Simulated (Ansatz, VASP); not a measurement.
**Two plane-wave programs on Zn3GeN**

```
Zn Ge N
1.0
     3.67633    0.00000    0.00000
     0.00000    3.67633    0.00000
     0.00000    0.00000    5.89881
Zn Ge N
3 1 1
Direct
  0.00000 0.50000 0.49621
  0.50000 0.50000 0.98421
  0.50000 0.00000 0.49621
  0.00000 0.00000 0.14589
  0.50000 0.50000 0.65007
```

Alike in both runs: task single point; functional PBE; k mesh 10 × 10 × 6; occupations gaussian, width 0.1 eV; no spin polarisation.

|  | VASP | Ansatz |
| --- | --- | --- |
| version | VASP 6.6.1 | Ansatz 0.2.0 |
| potentials or method | VASP PAW PBE potentials, release 64 (Zn, Ge_d, N), cutoff 520 eV | scalar-relativistic, plane waves, PAW |
| valence electrons in the cell | 55 | 55 |

Ansatz gave:

| Item | Value |
| --- | --- |
| gap on the k mesh at the Fermi level (eV) | none |
| pressure (GPa) | 0.0 |
| rms of the force components (eV/Å) | 0.002 |

Problem. Estimate VASP's values.

Solution. gap on the k mesh at the Fermi level (eV): none; pressure (GPa): 0.4; rms of the force components (eV/Å): 0.018.

Atom by atom the forces differ by 0.016 eV/Å (rms over components). A gap of «none» marks a metal or a gap that the smearing closes.
